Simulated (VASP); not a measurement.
A run of VASP 6.6.1 is set up as follows.

Contents of INCAR:

```
  ALGO = Normal
  EDIFF = 1E-6
  ENCUT = 520
  GGA = PE
  ISIF = 2
  ISMEAR = 0
  ISPIN = 2
  LASPH = T
  LCHARG = F
  LORBIT = 11
  LREAL = F
  LWAVE = F
  MAGMOM = 0 1 1 1
  NBANDS = 26
  NELM = 150
  PREC = Accurate
  SIGMA = 0.1
```

The input KPOINTS:

```
k-points
0
Gamma
  6 6 2
```

Contents of POSCAR:

```
BaO3
1.0
    2.8572455849     -3.0545188152      0.0000000000
    2.8572455849      3.0545188152      0.0000000000
    0.0000000000      0.0000000000      4.3799306118
Ba O
1 3
Direct
    0.0000000000      0.0000000000      0.5000000000
    0.5000000000      0.5000000000      0.3462646185
    0.0000000000      0.0000000000      0.0000000000
    0.5000000000      0.5000000000      0.6537353815
```

Potentials or basis: VASP PAW PBE potentials, release 64 (Ba_sv, O).

The run is started by

```bash
$ cat potpaw_PBE.64/Ba_sv/POTCAR potpaw_PBE.64/O/POTCAR > POTCAR
$ mpirun -np 1 vasp_std > vasp.out
```

Q: Predict the net moment.

A: 1.00 μB per cell.

Q: What does it give for the largest force?

A: 0.791 eV/Å.

Forces on the atoms (eV/Å):
```
Ba   0.000  0.000  0.000
O    0.000  0.000 -0.791
O    0.000  0.000  0.000
O    0.000  0.000  0.791
```

Caveat: the k points lie up to 0.72 Å⁻¹ apart.
